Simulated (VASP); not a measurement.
A run of VASP 6.6.1 is set up as follows.

Contents of INCAR:

```
  PREC = Accurate
  ENCUT = 520
  EDIFF = 1E-6
  ISMEAR = 0
  SIGMA = 0.01
  LREAL = False
  LASPH = True
  NELM = 80
  ALGO = Normal
  ISIF = 2
  LWAVE = False
  LCHARG = False
  GGA = PE
  NBANDS = 11
```

The input KPOINTS:

```
regular mesh
0
Gamma
  8 8 8
```

File POSCAR:

```
NaH
1.0
    0.0000000000      2.2134084246      2.2134084246
    2.2134084246      0.0000000000      2.2134084246
    2.2134084246      2.2134084246      0.0000000000
Na H
1 1
Direct
    0.0000000000      0.0000000000      0.0000000000
    0.5000000000      0.5000000000      0.5000000000
```

Potentials or basis: VASP PAW PBE potentials, release 64 (Na_pv, H).

Command:

```bash
$ cat potpaw_PBE.64/Na_pv/POTCAR potpaw_PBE.64/H/POTCAR > POTCAR
$ mpirun -np 1 vasp_std > vasp.out
```

Predict the pressure.

10.0 GPa.

Estimate the band gap on the k mesh.

4.23 eV, indirect (least direct gap 5.19 eV).

A k mesh can miss the band edges. As with any semilocal functional, this PBE gap is likely too small.
